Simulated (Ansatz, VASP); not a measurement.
# In: VASP beside Ansatz

The input INCAR:

```
  PREC = Accurate
  ENCUT = 500
  EDIFF = 1E-6
  ISMEAR = 0
  SIGMA = 0.1
  LREAL = False
  LASPH = True
  NELM = 120
  ALGO = Normal
  ISIF = 2
  LWAVE = False
  LCHARG = True
  GGA = PE
  LELF = True
  LVHAR = True
  NBANDS = 12
  GGA_COMPAT = False
```

KPOINTS

```
regular mesh
0
Gamma
  18 18 18
```

File POSCAR:

```
In
1.0
   -1.6697796045      1.6697796045      2.3176705785
    1.6697796045     -1.6697796045      2.3176705785
    1.6697796045      1.6697796045     -2.3176705785
In
1
Direct
    0.0000000000      0.0000000000      0.0000000000
```

Input for Ansatz:

```yaml
crystal:
  lattice:
    - [-1.6697796045, 1.6697796045, 2.3176705785]
    - [1.6697796045, -1.6697796045, 2.3176705785]
    - [1.6697796045, 1.6697796045, -2.3176705785]
  atoms:
    - { symbol: In, position: [0.0, 0.0, 0.0] }
basis:
  ecutwfc: 420
kpoints:
  mp_grid: { grid: [18, 18, 18] }
hamiltonian:
  xc: pbe
scf:
  occupations: { method: gaussian, width: 0.1 }
output:
  forces: true
  stress: true
  eigenvalues: true
  populations: true
  write_density: true
  write_potential: true
  elf: true
  volumetric_format: npy
```

Alike in both runs: task single point; functional PBE; k mesh 18 × 18 × 18; occupations gaussian, width 0.1 eV; no spin polarisation.

|  | VASP | Ansatz |
| --- | --- | --- |
| version | VASP 6.6.1 | Ansatz 0.2.0 |
| potentials or method | VASP PAW PBE potentials, release 64 (In_d), cutoff 500 eV | scalar-relativistic, plane waves, PAW |
| valence electrons in the cell | 13 | 13 |

|  | VASP | Ansatz | Ansatz less VASP |
| --- | --- | --- | --- |
| gap on the k mesh at the Fermi level (eV) | none | none | - |
| pressure (GPa) | 2.5 | 2.6 | +0.04 |
| traceless stress, the component that is largest in VASP (GPa) | 0.18 | 0.18 | -0.001 |

A gap of «none» marks a metal or a gap that the smearing closes.
